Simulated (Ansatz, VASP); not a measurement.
**One calculation of MgO, two programs**

INCAR

```
SYSTEM = MgO
  PREC = Accurate
  ENCUT = 520
  EDIFF = 1E-6
  ISMEAR = 0
  SIGMA = 0.05
  LREAL = .False.
  LASPH = .True.
  NELM = 80
  ALGO = Normal
  ISIF = 2
  LWAVE = .False.
  LCHARG = .False.
  GGA = PE
  NBANDS = 16
```

KPOINTS

```
Automatic mesh
0
Gamma
  6 6 6
  0 0 0
```

Contents of POSCAR:

```
MgO
1.0
    3.4863778627      0.0000000000      0.0000000000
   -1.7431889314      3.0192917963      0.0000000000
    0.0000000000      0.0000000000      4.2407118383
Mg O
2 2
Direct
    0.6666666667      0.3333333333      0.7500000000
    0.3333333333      0.6666666667      0.2500000000
    0.6666666667      0.3333333333      0.2500000000
    0.3333333333      0.6666666667      0.7500000000
```

Input for Ansatz:

```yaml
crystal:
  lattice:
    - [3.4863778627, 0.0, 0.0]
    - [-1.7431889314, 3.0192917963, 0.0]
    - [0.0, 0.0, 4.2407118383]
  atoms:
    - { symbol: Mg, position: [0.6666666667, 0.3333333333, 0.75] }
    - { symbol: Mg, position: [0.3333333333, 0.6666666667, 0.25] }
    - { symbol: O, position: [0.6666666667, 0.3333333333, 0.25] }
    - { symbol: O, position: [0.3333333333, 0.6666666667, 0.75] }
basis:
  ecutwfc: 420
kpoints:
  mp_grid: { grid: [6, 6, 6] }
hamiltonian:
  xc: pbe
scf:
  occupations: { method: gaussian, width: 0.05 }
output:
  forces: true
  stress: true
  eigenvalues: true
```

Change from the starting cell: strain +0.000 along x and y, +0.015 along z, atoms carried along.

Alike in both runs: task single point; functional PBE; k mesh 6 × 6 × 6; occupations gaussian, width 0.05 eV; no spin polarisation.

|  | VASP | Ansatz |
| --- | --- | --- |
| version | VASP 6.6.1 | Ansatz 0.2.0 |
| potentials or method | VASP PAW PBE potentials, release 64 (Mg, O), cutoff 520 eV | scalar-relativistic, plane waves, PAW |
| valence electrons in the cell | 16 | 32 |

```tsv
	VASP	Ansatz	Ansatz less VASP
gap on the k mesh at the Fermi level (eV)	3.34	3.36	+0.016
least direct gap on the mesh (eV)	3.34	3.36	+0.016
pressure (GPa)	1.9	2.4	+0.49
traceless stress, the component that is largest in VASP (GPa)	-1.18	-1.07	+0.112
```

VASP's potentials hold 16 valence electrons a cell and Ansatz's 32, so a difference there can come from the potentials and not from the codes.
